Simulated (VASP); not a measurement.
Crystal: Ta.

```
CELL_PARAMETERS angstrom
2.90037 0.00000 0.00000
-1.45019 2.51180 0.00000
0.00000 0.00000 5.16627
ATOMIC_POSITIONS crystal
Ta 0.33333 0.66667 0.25000
Ta 0.66667 0.33333 0.75000
```

Program: VASP 6.6.1. Alike in all runs: task single point; no spin polarisation; cell as given; cutoff (eV) 520.

Order these runs on this cell by their pressure, lowest first.
A. level PBEsol; potentials or basis VASP PAW PBE potentials, release 64 (Ta_pv); k mesh 9 × 9 × 5; smearing gaussian 0.005 eV
B. level RPBE; potentials or basis VASP PAW PBE potentials, release 64 (Ta_pv); k mesh 11 × 11 × 5; smearing gaussian 0.02 eV
C. level LDA; potentials or basis VASP PAW LDA potentials, release 64 (Ta_pv); k mesh 6 × 6 × 3; smearing fermi-dirac 0.05 eV
D. level PBE; potentials or basis VASP PAW PBE potentials, release 64 (Ta_pv); k mesh 11 × 11 × 5; smearing gaussian 0.011 eV
E. level RPBE+D3(BJ); potentials or basis VASP PAW PBE potentials, release 64 (Ta_pv); k mesh 11 × 11 × 5; smearing methfessel-paxton 0.2 eV

E (-38.4 GPa), C (-11.9 GPa), A (-7.0 GPa), D (-1.0 GPa), B (2.2 GPa).

Caveats: some runs use coarse meshes; the PAW data sets were made with another functional, which shifts forces and pressure a little (some runs); pairwise dispersion overbinds metals, which lowers pressure and volume (some runs).
